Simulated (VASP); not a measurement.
# InRu2 (F-43m) in VASP: further runs

InRu2 is run at these levels: PBE; tasks: single point.

Program: VASP 6.6.1. These are calculated values, not measurements. Logs are shortened: lines on timing, memory, paths and dates and some standing lists are left out, and cuts for length are marked.

### 1 The cell of the first run

The structure is cubic, space group F-43m (No. 216). The conventional cell has a = 5.783 Å, b = 5.783 Å, c = 5.783 Å, α = 90.00°, β = 90.00°, γ = 90.00°. Within 3.3 Å of In (site symmetry -43m) lie 10 Ru at 2.50 to 2.89 Å. Ru (site symmetry -43m) has 4 In at 2.50 Å and 4 Ru at 2.50 Å within 3.3 Å. Within 3.3 Å of Ru (site symmetry -43m) lie 4 Ru at 2.50 Å and 6 In at 2.89 Å.

### 2 Single point, PBE

Contents of INCAR:

```
SYSTEM = InRu2
PREC     = Accurate       ! precision mode
ENCUT    = 520            ! plane-wave cutoff, eV
EDIFF    = 1E-6           ! SCF threshold, eV
ISMEAR   = 0              ! smearing method
SIGMA    = 0.1            ! smearing width, eV
LREAL    = .False.        ! projectors in reciprocal space
LASPH    = .True.         ! aspherical terms in the spheres
NELM     = 60             ! most SCF steps
ALGO     = Fast           ! electronic algorithm
ISIF     = 2              ! what is computed and relaxed
LWAVE    = .False.        ! write WAVECAR
LCHARG   = .True.         ! write CHGCAR
GGA      = PE             ! functional
LELF     = .True.         ! ELF
LVHAR    = .True.       
NBANDS   = 28             ! bands
```

Contents of KPOINTS:

```
Automatic mesh
0
Gamma
  6 6 6
  0 0 0
```

Contents of POSCAR:

```
InRu2
1.0
    0.0000000000      2.8915338500      2.8915338500
    2.8915338500      0.0000000000      2.8915338500
    2.8915338500      2.8915338500      0.0000000000
In Ru
1 2
Direct
    0.0000000000      0.0000000000      0.0000000000
    0.7500000000      0.7500000000      0.7500000000
    0.5000000000      0.5000000000      0.5000000000
```

Potentials or basis: VASP PAW PBE potentials, release 64 (In_d, Ru_pv).

Command:

```console
cat potpaw_PBE.64/In_d/POTCAR potpaw_PBE.64/Ru_pv/POTCAR > POTCAR
mpirun -np 1 vasp_std > vasp.out
```

OUTCAR:

```text
SYSTEM = InRu2
   PREC = Accurate
   ENCUT = 520
   EDIFF = 1E-6
   ISMEAR = 0
   LREAL = .False.
   LASPH = .True.
   NELM = 60
   ISIF = 2
   GGA = PE

 ion  position               nearest neighbor table
   1  0.000  0.000  0.000-   2 2.50   2 2.50   2 2.50   2 2.50   3 2.89   3 2.89   3 2.89   3 2.89
                             3 2.89   3 2.89
   2  0.750  0.750  0.750-   3 2.50   3 2.50   3 2.50   1 2.50   3 2.50   1 2.50   1 2.50   1 2.50

   3  0.500  0.500  0.500-   2 2.50   2 2.50   2 2.50   2 2.50   1 2.89   1 2.89   1 2.89   1 2.89
                             1 2.89   1 2.89

  LATTYP: Found a face centered cubic cell.
 ALAT       =     5.7830677000

  Lattice vectors:

 A1 = (   0.0000000000,   2.8915338500,   2.8915338500)
 A2 = (   2.8915338500,   0.0000000000,   2.8915338500)
 A3 = (   2.8915338500,   2.8915338500,   0.0000000000)

Analysis of symmetry for initial positions (statically):
=====================================================================
 Subroutine PRICEL returns:
 Original cell was already a primitive cell.

 Routine SETGRP: Setting up the symmetry group for a
 face centered cubic supercell.

 Subroutine GETGRP returns: Found 24 space group operations
 (whereof 24 operations were pure point group operations)
 out of a pool of 48 trial point group operations.

The static configuration has the point symmetry T_d .

Analysis of symmetry for dynamics (positions and initial velocities):
=====================================================================
 Subroutine PRICEL returns:
 Original cell was already a primitive cell.

 Routine SETGRP: Setting up the symmetry group for a
 face centered cubic supercell.

 Subroutine GETGRP returns: Found 24 space group operations
 (whereof 24 operations were pure point group operations)
 out of a pool of 48 trial point group operations.

The dynamic configuration has the point symmetry T_d .

 Subroutine INISYM returns: Found 24 space group operations
 (whereof 24 operations are pure point group operations),
 and found     1 'primitive' translations

----------------------------------------------------------------------------------------

                                     Primitive cell

  volume of cell :      48.3520

  direct lattice vectors                    reciprocal lattice vectors
     0.000000000  2.891533850  2.891533850    -0.172918605  0.172918605  0.172918605
     2.891533850  0.000000000  2.891533850     0.172918605 -0.172918605  0.172918605
     2.891533850  2.891533850  0.000000000     0.172918605  0.172918605 -0.172918605

  length of vectors
     4.089246387  4.089246387  4.089246387     0.299503810  0.299503810  0.299503810

  position of ions in fractional coordinates (direct lattice)
     0.000000000  0.000000000  0.000000000
     0.750000000  0.750000000  0.750000000
     0.500000000  0.500000000  0.500000000

  ion indices of the primitive-cell ions
   primitive index   ion index
                 1           1
                 2           2
                 3           3

----------------------------------------------------------------------------------------

 KPOINTS: Automatic mesh

Automatic generation of k-mesh.
 Grid dimensions read from file:
 generate k-points for:    6    6    6

 Generating k-lattice:

  Cartesian coordinates                     Fractional coordinates (reciprocal lattice)
    -0.028819768  0.028819768  0.028819768     0.166666667  0.000000000  0.000000000
     0.028819768 -0.028819768  0.028819768     0.000000000  0.166666667  0.000000000
     0.028819768  0.028819768 -0.028819768     0.000000000  0.000000000  0.166666667

  Length of vectors
     0.049917302  0.049917302  0.049917302

  Shift w.r.t. Gamma in fractional coordinates (k-lattice)
     0.000000000  0.000000000  0.000000000

 Subroutine IBZKPT returns following result:
 ===========================================

 Found     16 irreducible k-points:

 Following reciprocal coordinates:
            Coordinates               Weight
  0.000000  0.000000  0.000000      1.000000
  0.166667  0.000000  0.000000      8.000000
  0.333333  0.000000  0.000000      8.000000
  0.500000  0.000000  0.000000      4.000000
  0.166667  0.166667  0.000000      6.000000
  0.333333  0.166667  0.000000     24.000000
[... 8 lines left out ...]
 -0.333333  0.333333  0.166667     24.000000
 -0.333333  0.500000  0.166667     12.000000
   k-points           NKPTS =     16   k-points in BZ     NKDIM =     16   number of bands    NBANDS=     28
   number of dos      NEDOS =    301   number of ions     NIONS =      3
   total plane-waves  NPLWV =  27000
   dimension x,y,z NGX =    30 NGY =   30 NGZ =   30
   dimension x,y,z NGXF=    60 NGYF=   60 NGZF=   60
   ions per type =               1   2
   NGX,Y,Z   is equivalent  to a cutoff of  12.20, 12.20, 12.20 a.u.
   NGXF,Y,Z  is equivalent  to a cutoff of  24.39, 24.39, 24.39 a.u.
 SYSTEM =  InRu2
   PREC   = accura    normal or accurate (medium, high low for compatibility)
   ISTART =      0    job   : 0-new  1-cont  2-samecut
   ICHARG =      2    charge: 1-file 2-atom 10-const
   ISPIN  =      1    spin polarized calculation?
   LNONCOLLINEAR =      F non collinear calculations
   LSORBIT =      F    spin-orbit coupling
   LASPH  =      T    aspherical Exc in radial PAW
   ENCUT  =  520.0 eV  38.22 Ry    6.18 a.u.   7.60  7.60  7.60*2*pi/ulx,y,z
   NELM   =     60;   NELMIN=  2; NELMDL= -5     # of ELM steps
   EDIFF  = 0.1E-05   stopping-criterion for ELM
   LREAL  =      F    real-space projection
   EDIFFG = 0.1E-04   stopping-criterion for IOM
   NSW    =      0    number of steps for IOM
   IBRION =     -1    ionic relax: 0-MD 1-quasi-New 2-CG
   NFREE  =      0    steps in history (QN), initial steepest desc. (CG)
   ISIF   =      2    stress and relaxation
   ISYM   =      2    0-nonsym 1-usesym 2-fastsym
   POTIM  = 0.5000    time-step for ionic-motion
   TEBEG  =    0.0;   TEEND  =   0.0 temperature during run
   PSTRESS=    0.0 pullay stress
   NELECT =      41.0000    total number of electrons
   NUPDOWN=      -1.0000    fix difference up-down
   EMIN   =  10.00;   EMAX   =-10.00  energy-range for DOS
   EFERMI =   0.00;   METHOD = LEGACY
   ISMEAR =     0;   SIGMA  =   0.10  broadening in eV -4-tet -1-fermi 0-gaus
   EFERMI_NEDOS =   21; number of points for ismear=-14 and -15
   IALGO  =     68    algorithm
   IMIX   =      4    mixing-type and parameters
     AMIX     =   0.40;   BMIX     =  1.00
     AMIX_MAG =   1.60;   BMIX_MAG =  1.00
  volume/ion in A,a.u.               =      16.12       108.77
  Fermi-wavevector in a.u.,A,eV,Ry     =   1.549522  2.928173 32.667853  2.401019
  Thomas-Fermi vector in A             =   2.654317
   LORBIT       =      0    0 simple, 1 ext, 2 COOP (PROOUT), +10 PAW based schemes
   GGA     = PE    functional components
   LHFCALC =     F    Hartree Fock is set to
   AEXX    =    0.0000 exact exchange contribution
   IVDW    =     0    specifies the selected vdW correction
   LEPSILON=     F    determine dielectric tensor
   LRPA    =     F    only Hartree local field effects (RPA)
 non-spin polarized calculation
 RMM-DIIS sequential band-by-band and
 Gauss-broadening in eV      SIGMA  =   0.10
  energy-cutoff  :      520.00
  volume of cell :       48.35
 maximum number of plane-waves:      1315
   NGX = 15   NGY = 15   NGZ = 15

 number of electron      40.9999994 magnetization

 Free energy of the ion-electron system (eV)
  ---------------------------------------------------
  ext. energy  EPLUGINS =         0.00000000
  ---------------------------------------------------
  free energy    TOTEN  =       -18.92828377 eV

  energy without entropy =      -18.90689934  energy(sigma->0) =      -18.91759155

 E-fermi :  11.3615     XC(G=0): -12.7291

 val. band max:       11.3086206680   @ k =   0.5000   0.5000   0.0000
 cond. band min:      11.3692372389   @ k =  -0.3333   0.3333   0.1667
 fundamental gap:      0.0606165710
 Fermi energy:        11.3614927660

 k-point     1 :       0.0000    0.0000    0.0000
  band No.  band energies     occupation
      1     -31.7978      2.00000
      2     -31.7978      2.00000
      3     -31.7978      2.00000
      4     -31.2408      2.00000
      5     -31.2408      2.00000
      6     -31.2408      2.00000
[... 20 lines left out ...]
     27      20.7532      0.00000
     28      22.1066      0.00000

 k-point     2 :       0.1667    0.0000    0.0000
  band No.  band energies     occupation
      1     -31.8136      2.00000
      2     -31.8136      2.00000
      3     -31.7956      2.00000
      4     -31.2451      2.00000
      5     -31.2245      2.00000
      6     -31.2245      2.00000
[... 20 lines left out ...]
     27      20.9453      0.00000
     28      20.9908      0.00000

 k-point     3 :       0.3333    0.0000    0.0000
  band No.  band energies     occupation
      1     -31.8427      2.00000
      2     -31.8427      2.00000
      3     -31.7922      2.00000
      4     -31.2527      2.00000
      5     -31.1943      2.00000
      6     -31.1943      2.00000
[... 20 lines left out ...]
     27      20.4289      0.00000
     28      20.4290      0.00000

 k-point     4 :       0.5000    0.0000    0.0000
  band No.  band energies     occupation
      1     -31.8564      2.00000
      2     -31.8564      2.00000
      3     -31.7911      2.00000
      4     -31.2558      2.00000
      5     -31.1802      2.00000
      6     -31.1802      2.00000
[... 330 lines left out ...]
     27      20.6902      0.00000
     28      21.8714      0.00000

 k-point    15 :      -0.3333    0.3333    0.1667
  band No.  band energies     occupation
      1     -31.9207      2.00000
      2     -31.8924      2.00000
      3     -31.6466      2.00000
      4     -31.3977      2.00000
      5     -31.1438      2.00000
      6     -31.1188      2.00000
[... 20 lines left out ...]
     27      21.6213      0.00000
     28      23.2139      0.00000

 k-point    16 :      -0.3333    0.5000    0.1667
  band No.  band energies     occupation
      1     -31.9168      2.00000
      2     -31.9154      2.00000
      3     -31.5945      2.00000
      4     -31.4519      2.00000
      5     -31.1208      2.00000
      6     -31.1203      2.00000
[... 20 lines left out ...]
     27      20.8829      0.00000
     28      23.8346      0.00000

------------------------ aborting loop because EDIFF is reached ----------------------------------------

  FORCE on cell =-STRESS in cart. coord.  units (eV):
  Direction    XX          YY          ZZ          XY          YZ          ZX
  --------------------------------------------------------------------------------------
  -------------------------------------------------------------------------------------
  Total        9.6308448      9.6308448      9.6308448      0.0000000      0.0000000      0.0000000
  in kB      319.1244846    319.1244846    319.1244846      0.0000000      0.0000000      0.0000000
  external PRESSURE =     319.1244846 kB  Pullay stress =       0.0000000 kB

 VOLUME and BASIS-vectors are now :
 -----------------------------------------------------------------------------
  energy-cutoff  :      520.00
  volume of cell :       48.35
      direct lattice vectors                 reciprocal lattice vectors
     0.000000000  2.891533850  2.891533850    -0.172918605  0.172918605  0.172918605
     2.891533850  0.000000000  2.891533850     0.172918605 -0.172918605  0.172918605
     2.891533850  2.891533850  0.000000000     0.172918605  0.172918605 -0.172918605

 POSITION                                       TOTAL-FORCE (eV/Angst)
 -----------------------------------------------------------------------------------
      0.00000      0.00000      0.00000        -0.000000      0.000000      0.000000
      4.33730      4.33730      4.33730         0.000000     -0.000000     -0.000000
      2.89153      2.89153      2.89153         0.000000     -0.000000     -0.000000
 -----------------------------------------------------------------------------------
    total drift:                               -0.000000     -0.000000     -0.000000

  FREE ENERGIE OF THE ION-ELECTRON SYSTEM (eV)
  ---------------------------------------------------
  free  energy   TOTEN  =       -18.9282837721 eV

  energy  without entropy=      -18.9068993378  energy(sigma->0) =      -18.91759155
```

It took 34 s on 1 thread of Intel Xeon Platinum 8259CL at 2.50GHz (Skylake/Cascade Lake), shared host; peak memory 0.17 GiB.

Results:

```yaml
Free_energy: -18.9283 eV
Pressure: 31.9 GPa
```

Caveat: spin-orbit coupling is left out, which moves the levels of the heavy elements.

### 3 Single point, PBE

This run uses another cell than the first one, of 18.59 Å³/atom, 1.153 times its volume.

Contents of INCAR:

```
SYSTEM = InRu2
PREC = Accurate
ENCUT = 520
EDIFF = 1E-6
ISMEAR = 0
SIGMA = 0.1
LREAL = .False.
LASPH = .True.
NELM = 100
ALGO = Normal
ISIF = 2
LWAVE = .False.
LCHARG = .False.
GGA = PE
NBANDS = 28
```

KPOINTS is that of step 2.

Contents of POSCAR:

```
InRu2
1.0
    0.0000000000      3.0324961252      3.0324961252
    3.0324961252      0.0000000000      3.0324961252
    3.0324961252      3.0324961252      0.0000000000
In Ru
1 2
Direct
    0.0000000000      0.0000000000      0.0000000000
    0.7500000000      0.7500000000      0.7500000000
    0.5000000000      0.5000000000      0.5000000000
```

Potentials or basis: VASP PAW PBE potentials, release 64 (In_d, Ru_pv).

Command:

```console
cat potpaw_PBE.64/In_d/POTCAR potpaw_PBE.64/Ru_pv/POTCAR > POTCAR
mpirun -np 1 vasp_std > vasp.out
```

Wall time 22 s (1 thread of Intel Xeon Platinum 8259CL at 2.50GHz (Skylake/Cascade Lake), shared host); peak memory 0.18 GiB.

Results (log left out):

```yaml
Free_energy: -19.5804 eV
Pressure: 0.2 GPa
```

Levels at points of the mesh, in eV from the Fermi level:
```csv
k point,band 18,band 19,band 20,band 21,band 22,band 23
"(0.00, 0.00, 0.00)",-1.41,-1.41,-1.41,0.55,0.55,6.30
"(0.50, 0.00, 0.00)",-2.57,-0.58,-0.58,0.11,0.11,0.78
"(0.50, 0.50, 0.00)",-1.51,-1.43,-0.05,-0.05,0.38,0.89
```

Caveat: spin-orbit coupling is left out, which moves the levels of the heavy elements.
